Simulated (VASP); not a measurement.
# Cd2CuB2 (P6/mmm) in VASP: a series of runs

The runs below take Cd2CuB2 through single point, relaxation of cell and atoms, with PBE.

Everything below comes from runs of VASP 6.6.1. Logs are shortened: lines on timing, memory, paths and dates and some standing lists are left out, and cuts for length are marked.

### Step 1. The cell of the first run

Symmetry: P6/mmm, No. 191, hexagonal system. Conventional cell: a = 3.391 Å, b = 3.391 Å, c = 9.053 Å, α = 90.00°, β = 90.00°, γ = 120.00°. Within 4.0 Å of Cd (site symmetry 6mm) lie 7 Cd at 3.00 to 3.39 Å and 1 Cu at 3.02 Å and 6 B at 3.60 Å. Cu (site symmetry 6/mmm) has 6 B at 1.96 Å within 2.6 Å. B (site symmetry -6m2) has 3 Cu at 1.96 Å and 3 B at 1.96 Å within 2.6 Å.

The cell was generated, and may not be a known phase.

### Step 2. Single point, PBE

INCAR reads:

```
PREC = Accurate
ENCUT = 520
EDIFF = 1E-6
ISMEAR = 0
SIGMA = 0.1
LREAL = F
LASPH = T
NELM = 60
ALGO = Fast
ISIF = 2
LWAVE = F
LCHARG = F
GGA = PE
NBANDS = 28
```

KPOINTS reads:

```
Automatic mesh
0
Gamma
  12 12 4
```

POSCAR reads:

```
Cd2CuB2
1.0
    3.3905541357      0.0000000000      0.0000000000
   -1.6952770678      2.9363060144      0.0000000000
    0.0000000000      0.0000000000      9.0531034691
Cd Cu B
2 1 2
Direct
    0.0000000000      0.0000000000      0.6659405842
    0.0000000000      0.0000000000      0.3340594158
    0.0000000000      0.0000000000      0.0000000000
    0.3333333333      0.6666666667      0.0000000000
    0.6666666667      0.3333333333      0.0000000000
```

Potentials or basis: VASP PAW PBE potentials, release 64 (Cd, Cu, B).

Launch:

```sh
$ cat potpaw_PBE.64/Cd/POTCAR potpaw_PBE.64/Cu/POTCAR potpaw_PBE.64/B/POTCAR > POTCAR
$ mpirun -np 1 vasp_std > vasp.out
```

OUTCAR:

```text
PREC = Accurate
   ENCUT = 520
   EDIFF = 1E-6
   ISMEAR = 0
   LREAL = F
   LASPH = T
   NELM = 60
   ISIF = 2
   GGA = PE

 ion  position               nearest neighbor table
   1  0.000  0.000  0.666-   2 3.00   3 3.02
   2  0.000  0.000  0.334-   1 3.00   3 3.02
   3  0.000  0.000  0.000-   4 1.96   5 1.96   4 1.96   5 1.96   5 1.96   4 1.96   1 3.02   2 3.02

   4  0.333  0.667  0.000-   3 1.96   5 1.96   5 1.96   3 1.96   3 1.96   5 1.96
   5  0.667  0.333  0.000-   3 1.96   4 1.96   4 1.96   3 1.96   3 1.96   4 1.96

  LATTYP: Found a hexagonal cell.
 ALAT       =     3.3905541357
 C/A-ratio  =     2.6700955380

  Lattice vectors:

 A1 = (   3.3905541357,   0.0000000000,   0.0000000000)
 A2 = (  -1.6952770678,   2.9363060144,   0.0000000000)
 A3 = (   0.0000000000,   0.0000000000,   9.0531034691)

Analysis of symmetry for initial positions (statically):
=====================================================================
 Subroutine PRICEL returns:
 Original cell was already a primitive cell.

 Routine SETGRP: Setting up the symmetry group for a
 hexagonal supercell.

 Subroutine GETGRP returns: Found 24 space group operations
 (whereof 24 operations were pure point group operations)
 out of a pool of 24 trial point group operations.

The static configuration has the point symmetry D_6h.

Analysis of symmetry for dynamics (positions and initial velocities):
=====================================================================
 Subroutine PRICEL returns:
 Original cell was already a primitive cell.

 Routine SETGRP: Setting up the symmetry group for a
 hexagonal supercell.

 Subroutine GETGRP returns: Found 24 space group operations
 (whereof 24 operations were pure point group operations)
 out of a pool of 24 trial point group operations.

The dynamic configuration has the point symmetry D_6h.

 Subroutine INISYM returns: Found 24 space group operations
 (whereof 24 operations are pure point group operations),
 and found     1 'primitive' translations

----------------------------------------------------------------------------------------

                                     Primitive cell

  volume of cell :      90.1300

  direct lattice vectors                    reciprocal lattice vectors
     3.390554136  0.000000000  0.000000000     0.294937040  0.170281979  0.000000000
    -1.695277068  2.936306014  0.000000000     0.000000000  0.340563959  0.000000000
     0.000000000  0.000000000  9.053103469     0.000000000  0.000000000  0.110459358

  length of vectors
     3.390554136  3.390554136  9.053103469     0.340563959  0.340563959  0.110459358

  position of ions in fractional coordinates (direct lattice)
     0.000000000  0.000000000  0.665940584
     0.000000000  0.000000000  0.334059416
     0.000000000  0.000000000  0.000000000
     0.333333333  0.666666667  0.000000000
     0.666666667  0.333333333  0.000000000

  ion indices of the primitive-cell ions
   primitive index   ion index
                 1           1
                 2           2
                 3           3
                 4           4
                 5           5

----------------------------------------------------------------------------------------

 KPOINTS: Automatic mesh

Automatic generation of k-mesh.
 Grid dimensions read from file:
 generate k-points for:   12   12    4

 Generating k-lattice:

  Cartesian coordinates                     Fractional coordinates (reciprocal lattice)
     0.024578087  0.014190165  0.000000000     0.083333333  0.000000000  0.000000000
     0.000000000  0.028380330  0.000000000     0.000000000  0.083333333  0.000000000
     0.000000000  0.000000000  0.027614840     0.000000000  0.000000000  0.250000000

  Length of vectors
     0.028380330  0.028380330  0.027614840

  Shift w.r.t. Gamma in fractional coordinates (k-lattice)
     0.000000000  0.000000000  0.000000000

 Subroutine IBZKPT returns following result:
 ===========================================

 Found     57 irreducible k-points:

 Following reciprocal coordinates:
            Coordinates               Weight
  0.000000  0.000000  0.000000      1.000000
  0.083333  0.000000  0.000000      6.000000
  0.166667  0.000000  0.000000      6.000000
  0.250000  0.000000  0.000000      6.000000
  0.333333  0.000000  0.000000      6.000000
  0.416667  0.000000  0.000000      6.000000
[... 16 lines left out ...]
  0.250000  0.000000  0.250000     12.000000
  0.333333  0.000000  0.250000     12.000000
 [... further k-points ...]
   k-points           NKPTS =     57   k-points in BZ     NKDIM =     57   number of bands    NBANDS=     28
   number of dos      NEDOS =    301   number of ions     NIONS =      5
   total plane-waves  NPLWV =  54880
   dimension x,y,z NGX =    28 NGY =   28 NGZ =   70
   dimension x,y,z NGXF=    56 NGYF=   56 NGZF=  140
   ions per type =               2   1   2
   NGX,Y,Z   is equivalent  to a cutoff of  13.73, 13.73, 12.85 a.u.
   NGXF,Y,Z  is equivalent  to a cutoff of  27.46, 27.46, 25.71 a.u.
 SYSTEM =  unknown system
   PREC   = accura    normal or accurate (medium, high low for compatibility)
   ISTART =      0    job   : 0-new  1-cont  2-samecut
   ICHARG =      2    charge: 1-file 2-atom 10-const
   ISPIN  =      1    spin polarized calculation?
   LNONCOLLINEAR =      F non collinear calculations
   LSORBIT =      F    spin-orbit coupling
   LASPH  =      T    aspherical Exc in radial PAW
   ENCUT  =  520.0 eV  38.22 Ry    6.18 a.u.   6.30  6.30 16.83*2*pi/ulx,y,z
   NELM   =     60;   NELMIN=  2; NELMDL= -5     # of ELM steps
   EDIFF  = 0.1E-05   stopping-criterion for ELM
   LREAL  =      F    real-space projection
   EDIFFG = 0.1E-04   stopping-criterion for IOM
   NSW    =      0    number of steps for IOM
   IBRION =     -1    ionic relax: 0-MD 1-quasi-New 2-CG
   NFREE  =      0    steps in history (QN), initial steepest desc. (CG)
   ISIF   =      2    stress and relaxation
   ISYM   =      2    0-nonsym 1-usesym 2-fastsym
   POTIM  = 0.5000    time-step for ionic-motion
   TEBEG  =    0.0;   TEEND  =   0.0 temperature during run
   PSTRESS=    0.0 pullay stress
   NELECT =      41.0000    total number of electrons
   NUPDOWN=      -1.0000    fix difference up-down
   EMIN   =  10.00;   EMAX   =-10.00  energy-range for DOS
   EFERMI =   0.00;   METHOD = LEGACY
   ISMEAR =     0;   SIGMA  =   0.10  broadening in eV -4-tet -1-fermi 0-gaus
   EFERMI_NEDOS =   21; number of points for ismear=-14 and -15
   IALGO  =     68    algorithm
   IMIX   =      4    mixing-type and parameters
     AMIX     =   0.40;   BMIX     =  1.00
     AMIX_MAG =   1.60;   BMIX_MAG =  1.00
  volume/ion in A,a.u.               =      18.03       121.65
  Fermi-wavevector in a.u.,A,eV,Ry     =   1.259060  2.379278 21.568378  1.585231
  Thomas-Fermi vector in A             =   2.392638
   LORBIT       =      0    0 simple, 1 ext, 2 COOP (PROOUT), +10 PAW based schemes
   GGA     = PE    functional components
   LHFCALC =     F    Hartree Fock is set to
   AEXX    =    0.0000 exact exchange contribution
   IVDW    =     0    specifies the selected vdW correction
   LEPSILON=     F    determine dielectric tensor
   LRPA    =     F    only Hartree local field effects (RPA)
 non-spin polarized calculation
 RMM-DIIS sequential band-by-band and
 Gauss-broadening in eV      SIGMA  =   0.10
  energy-cutoff  :      520.00
  volume of cell :       90.13
 maximum number of plane-waves:      2457
 NGX is ok and might be reduce to    28
   NGX = 13   NGY = 13   NGZ = 33

 number of electron      41.0000006 magnetization

 Free energy of the ion-electron system (eV)
  ---------------------------------------------------
  ext. energy  EPLUGINS =         0.00000000
  ---------------------------------------------------
  free energy    TOTEN  =       -16.20121971 eV

  energy without entropy =      -16.19480352  energy(sigma->0) =      -16.19801161

 E-fermi :   2.6116     XC(G=0): -10.0186

 val. band max:        2.5702202847   @ k =   0.4167   0.1667   0.0000
 cond. band min:       2.6406225106   @ k =   0.4167   0.0833   0.0000
 fundamental gap:      0.0704022259
 Fermi energy:         2.6116087143

 k-point     1 :       0.0000    0.0000    0.0000
  band No.  band energies     occupation
      1     -10.0816      2.00000
      2      -6.2289      2.00000
      3      -5.8650      2.00000
      4      -5.8528      2.00000
      5      -5.8528      2.00000
      6      -5.8143      2.00000
[... 20 lines left out ...]
     27       9.2093      0.00000
     28      13.4967      0.00000

 k-point     2 :       0.0833    0.0000    0.0000
  band No.  band energies     occupation
      1      -9.9801      2.00000
      2      -6.2120      2.00000
      3      -5.8635      2.00000
      4      -5.8468      2.00000
      5      -5.8240      2.00000
      6      -5.8121      2.00000
[... 20 lines left out ...]
     27       9.2803      0.00000
     28      12.3745      0.00000

 k-point     3 :       0.1667    0.0000    0.0000
  band No.  band energies     occupation
      1      -9.6784      2.00000
      2      -6.1729      2.00000
      3      -5.8912      2.00000
      4      -5.8795      2.00000
      5      -5.7762      2.00000
      6      -5.7446      2.00000
[... 20 lines left out ...]
     27       9.3649      0.00000
     28      10.0943      0.00000

 k-point     4 :       0.2500    0.0000    0.0000
  band No.  band energies     occupation
      1      -9.1853      2.00000
      2      -6.1408      2.00000
      3      -5.9366      2.00000
      4      -5.9231      2.00000
      5      -5.8661      2.00000
      6      -5.7151      2.00000
[... 578 lines left out ...]
     27       8.8455      0.00000
     28      10.0164      0.00000

 k-point    23 :       0.2500    0.0000    0.2500
  band No.  band energies     occupation
      1      -9.1839      2.00000
      2      -6.1426      2.00000
      3      -5.9381      2.00000
      4      -5.9215      2.00000
      5      -5.8791      2.00000
      6      -5.7151      2.00000
[... 20 lines left out ...]
     27       9.6419      0.00000
     28       9.7898      0.00000

 k-point    24 :       0.3333    0.0000    0.2500
  band No.  band energies     occupation
      1      -8.5179      2.00000
      2      -6.1397      2.00000
      3      -5.9982      2.00000
      4      -5.9802      2.00000
      5      -5.9234      2.00000
      6      -5.7338      2.00000
[... 20 lines left out ...]
     27       9.7416      0.00000
     28      10.7859      0.00000

 [... further k-points ...]

------------------------ aborting loop because EDIFF is reached ----------------------------------------

  FORCE on cell =-STRESS in cart. coord.  units (eV):
  Direction    XX          YY          ZZ          XY          YZ          ZX
  --------------------------------------------------------------------------------------
  -------------------------------------------------------------------------------------
  Total        0.1008621      0.1008621      0.0164209      0.0000000      0.0000000      0.0000000
  in kB        1.7929545      1.7929545      0.2919029      0.0000000      0.0000000      0.0000000
  external PRESSURE =       1.2926040 kB  Pullay stress =       0.0000000 kB

 VOLUME and BASIS-vectors are now :
 -----------------------------------------------------------------------------
  energy-cutoff  :      520.00
  volume of cell :       90.13
      direct lattice vectors                 reciprocal lattice vectors
     3.390554136  0.000000000  0.000000000     0.294937040  0.170281979  0.000000000
    -1.695277068  2.936306014  0.000000000     0.000000000  0.340563959  0.000000000
     0.000000000  0.000000000  9.053103469     0.000000000  0.000000000  0.110459358

 POSITION                                       TOTAL-FORCE (eV/Angst)
 -----------------------------------------------------------------------------------
      0.00000      0.00000      6.02883        -0.000000     -0.000000      0.009175
      0.00000      0.00000      3.02427        -0.000000     -0.000000     -0.009175
      0.00000      0.00000      0.00000        -0.000000     -0.000000      0.000000
     -0.00000      1.95754      0.00000        -0.000000      0.000000      0.000000
      1.69528      0.97877      0.00000         0.000000     -0.000000      0.000000
 -----------------------------------------------------------------------------------
    total drift:                               -0.000000      0.000000      0.000000

  FREE ENERGIE OF THE ION-ELECTRON SYSTEM (eV)
  ---------------------------------------------------
  free  energy   TOTEN  =       -16.2012197123 eV

  energy  without entropy=      -16.1948035157  energy(sigma->0) =      -16.19801161
```

Run time: 4.6 min. Hardware: 1 thread of Intel Xeon 8259CL, shared host; peak memory 0.32 GiB.

Results:

```yaml
Free_energy: -16.2012 eV
Pressure: 0.1 GPa
Largest_force: 0.009 eV/Å
Band_gap_on_the_k_mesh: zero (an odd number of electrons rules out a gap without spin polarisation)
```

Forces in eV/Å, atoms in the order of the input:
```
Cd   0.000  0.000  0.009
Cd   0.000  0.000 -0.009
Cu   0.000  0.000  0.000
B    0.000  0.000  0.000
B    0.000  0.000  0.000
```

Stress tensor (GPa, compression positive):
```
0.18 0.00 0.00
0.00 0.18 0.00
0.00 0.00 0.03
```

### Step 3. Relaxation of cell and atoms, PBE

This run uses another cell than the first one, of 18.25 Å³/atom.

INCAR reads:

```
ALGO = Fast ; EDIFF = 1E-6
EDIFFG = -0.01 ; ENCUT = 600
GGA = PE ; IBRION = 2
ISIF = 3 ; ISMEAR = 0
LASPH = T ; LCHARG = F
LREAL = F ; LWAVE = F
NELM = 60 ; NSW = 100
PREC = Accurate ; SIGMA = 0.1
```

KPOINTS reads:

```
k-points
0
Gamma
  12 12 4
```

POSCAR reads:

```
Cd2CuB2
1.0
    3.3911128826      0.0000000000      0.0000000000
   -1.6955564413      2.9367899034      0.0000000000
    0.0000000000      0.0000000000      9.1633873839
Cd Cu B
2 1 2
Direct
    0.0000000000      0.0000000000      0.6675863803
    0.0000000000      0.0000000000      0.3324136197
    0.0000000000      0.0000000000      0.0000000000
    0.3333333333      0.6666666667      0.0000000000
    0.6666666667      0.3333333333      0.0000000000
```

Potentials or basis: VASP PAW PBE potentials, release 64 (Cd, Cu, B).

Launch:

```sh
$ cat potpaw_PBE.64/Cd/POTCAR potpaw_PBE.64/Cu/POTCAR potpaw_PBE.64/B/POTCAR > POTCAR
$ mpirun -np 1 vasp_std > vasp.out
```

Run time: 39 min. Hardware: 1 thread of Intel Xeon 8259CL, shared host; peak memory 0.37 GiB.

The run converged. Its results:

| Item | Value |
| --- | --- |
| Free energy | -16.2029 eV |
| Relaxed volume | 18.03 Å³/atom |
| Relaxed cell | a = 3.393 Å, b = 3.393 Å, c = 9.045 Å, α = 90.00°, β = 90.00°, γ = 120.00° |
| Space group after relaxing (to 0.1 Å) | P6/mmm (No. 191) |
| Energy gained by relaxing | 0.5 meV/atom |
| Ionic steps | 20 |
| Pressure after relaxing | -0.1 GPa |
| Largest force after relaxing | 0.008 eV/Å |
| Band gap on the k mesh | zero (an odd number of electrons rules out a gap without spin polarisation) |

Forces in eV/Å, atoms in the order of the input:
```
Cd   0.000  0.000 -0.008
Cd   0.000  0.000  0.008
Cu   0.000  0.000  0.000
B    0.000  0.000  0.000
B    0.000  0.000  0.000
```

Stress tensor (GPa, compression positive):
```
-0.09  0.00  0.00
 0.00 -0.09  0.00
 0.00  0.00 -0.01
```

Step by step:
| step | energy change (eV) | largest force (eV/Å) | pressure (GPa) | volume (Å³) |
| --- | --- | --- | --- | --- |
| 1 | 0.0000 | 0.0419 | -0.31 | 91.26 |
| 2 | -0.0013 | 0.0357 | -0.08 | 90.79 |
| 3 | -0.0017 | 0.0184 | 0.43 | 89.67 |
| 4 | -0.0019 | 0.0226 | 0.31 | 89.92 |
| 5 | -0.0025 | 0.0126 | 0.03 | 89.99 |
| 6 | -0.0025 | 0.0158 | 0.05 | 89.98 |
| 7 | -0.0025 | 0.0163 | 0.03 | 89.98 |
| 8 | -0.0024 | 0.0193 | 0.21 | 89.95 |
| 9 | -0.0025 | 0.0143 | 0.11 | 89.98 |
| 10 | -0.0026 | 0.0127 | -0.20 | 90.12 |
| 11 | -0.0026 | 0.0150 | 0.05 | 90.09 |
| 12 | -0.0026 | 0.0131 | 0.01 | 90.10 |
| 13 | -0.0026 | 0.0128 | 0.00 | 90.11 |
| 14 | -0.0026 | 0.0131 | 0.00 | 90.11 |
| 15 | -0.0026 | 0.0132 | 0.06 | 90.12 |
| 16 | -0.0026 | 0.0104 | -0.07 | 90.18 |
| 17 | -0.0026 | 0.0144 | 0.01 | 90.17 |
| 18 | -0.0026 | 0.0100 | 0.05 | 90.17 |
| 19 | -0.0026 | 0.0113 | -0.08 | 90.18 |
| 20 | -0.0026 | 0.0081 | -0.06 | 90.17 |

Final structure:
```xyz
5
Lattice="3.3929 0.0000 0.0000 -1.6965 2.9383 0.0000 0.0000 0.0000 9.0449" Properties=species:S:1:pos:R:3 pbc="T T T"
Cd    0.0000    0.0000    6.0292
Cd    0.0000    0.0000    3.0157
Cu    0.0000    0.0000    0.0000
B     0.0000    1.9589    0.0000
B     1.6965    0.9794    0.0000
```

Levels at points of the mesh, in eV from the Fermi level:
```
           k point  band 18  band 19  band 20  band 21  band 22  band 23  band 24
(0.00, 0.00, 0.00)    -4.26    -1.74     0.80     1.79     1.79     2.63     2.63
(0.50, 0.00, 0.00)    -4.06    -1.32    -1.18    -0.62    -0.33     2.32     2.59
(0.00, 0.00, 0.50)    -4.09    -2.90     1.79     1.79     2.30     2.63     2.63
(0.50, 0.00, 0.50)    -4.06    -1.88    -1.05     0.30     0.86     0.90     1.22
```

The gap in the log of VASP goes by the Fermi energy; the results here count the filled bands.